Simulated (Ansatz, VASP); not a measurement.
# Ta: VASP beside Ansatz

```
CELL_PARAMETERS angstrom
-1.73797 1.73797 1.65128
1.73797 -1.73797 1.65128
1.73797 1.73797 -1.65128
ATOMIC_POSITIONS crystal
Ta 0.00000 0.00000 0.00000
```

Change from the starting cell: strain +0.0525 x Voigt [1, 1, 0, 0, 0, 0], atoms carried along.

Alike in both runs: task single point; functional LDA; k mesh 20 × 20 × 20; occupations methfessel-paxton of order 1, width 0.02 eV; no spin polarisation.

|  | VASP | Ansatz |
| --- | --- | --- |
| version | VASP 6.6.1 | Ansatz 0.2.0 |
| potentials or method | VASP PAW LDA potentials, release 64 (Ta_pv), cutoff 520 eV | scalar-relativistic, plane waves, PAW |
| valence electrons in the cell | 11 | 13 |

```tsv
	VASP	Ansatz	Ansatz less VASP
gap on the k mesh at the Fermi level (eV)	none	none	-
pressure (GPa)	-23.6	-24.0	-0.47
traceless stress, the component that is largest in VASP (GPa)	2.51	2.43	-0.084
```

LDA's correlation is that of Perdew and Zunger in VASP and of Perdew and Wang (1992) in Ansatz. A gap of «none» marks a metal or a gap that the smearing closes. VASP's potentials hold 11 valence electrons a cell and Ansatz's 13, so a difference there can come from the potentials and not from the codes.

Spin-orbit coupling is off throughout.
